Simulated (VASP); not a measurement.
Input of a VASP 6.6.1 run:

INCAR

```
SYSTEM = GeW
ALGO = Normal ; EDIFF = 1E-6
ENCUT = 520 ; GGA = PE
ISIF = 2 ; ISMEAR = 0
LASPH = .TRUE. ; LCHARG = .FALSE.
LREAL = .FALSE. ; LWAVE = .FALSE.
NBANDS = 36 ; NELM = 60
PREC = Accurate ; SIGMA = 0.1
```

File KPOINTS:

```
k-points
0
G
  6 6 4
  0 0 0
```

POSCAR

```
GeW
1.0
    3.6422913500      0.0000000000      0.0000000000
   -1.8211456700      3.1543168300      0.0000000000
    0.0000000000      0.0000000000      5.1667589400
Ge W
2 2
Direct
    0.3333333300      0.6666666700      0.2500000000
    0.6666666700      0.3333333300      0.7500000000
    0.0000000000      0.0000000000      0.0000000000
    0.0000000000      0.0000000000      0.5000000000
```

Potentials or basis: VASP PAW PBE potentials, release 64 (Ge_d, W_sv).

Command:

```sh
$ cat potpaw_PBE.64/Ge_d/POTCAR potpaw_PBE.64/W_sv/POTCAR > POTCAR
$ mpirun -np 1 vasp_std > vasp.out
```

Task: Estimate the pressure.

Result: 51.2 GPa.

Task: Predict the band gap on the k mesh.

Result: Zero (bands 28 and 29 overlap by 1.33 eV).

Stress tensor (GPa, compression positive):
```
40.71  0.00  0.00
 0.00 40.71  0.00
 0.00  0.00 72.30
```

Caveat: the cell stands under pressure; spin-orbit coupling is left out, which moves the levels of the heavy elements.
